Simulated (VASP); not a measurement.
Ag:

```xyz
1
Lattice="2.7940 0.0000 0.0000 -1.3970 2.4196 0.0000 0.0000 0.0000 2.6106" Properties=species:S:1:pos:R:3 pbc="T T T"
Ag    0.0000    0.0000    0.0000
```

This isn't the form of Ag at room conditions, which is fcc.

| Quantity | Value |
| --- | --- |
| Program | VASP 6.6.1 |
| Task | relaxation of cell and atoms |
| Functional | PBE |
| Potentials or basis | VASP PAW PBE potentials, release 64 (Ag) |
| Cutoff | 600 eV |
| k mesh | 9 × 9 × 6 |
| Occupations | gaussian, width 0.1 eV |
| Spin | no spin polarisation |

At the start: pressure 10.1 GPa; volume 17.65 Å³/atom.

Task: How do energy, volume and symmetry change on relaxing?

Result: Over 3 steps the energy falls by 60.2 meV/atom and the volume is 19.46 Å³/atom (+10.3 %); space group P6/mmm (No. 191, to 0.1 Å) before and after.

Step by step:
| step | energy change (eV) | largest force (eV/Å) | pressure (GPa) | volume (Å³) |
| --- | --- | --- | --- | --- |
| 1 | 0.0000 | 0.0000 | 10.09 | 17.65 |
| 2 | -0.0440 | 0.0000 | -3.72 | 20.63 |
| 3 | -0.0602 | 0.0000 | -0.01 | 19.46 |

Final structure:
```
Ag
1.0
     2.85762    0.00000    0.00000
    -1.42881    2.47477    0.00000
     0.00000    0.00000    2.75162
Ag
1
Direct
  0.00000 0.00000 0.00000
```

Caveat: the k points lie up to 0.38 Å⁻¹ apart in the final cell, too coarse for converged energies and pressures of a metal.
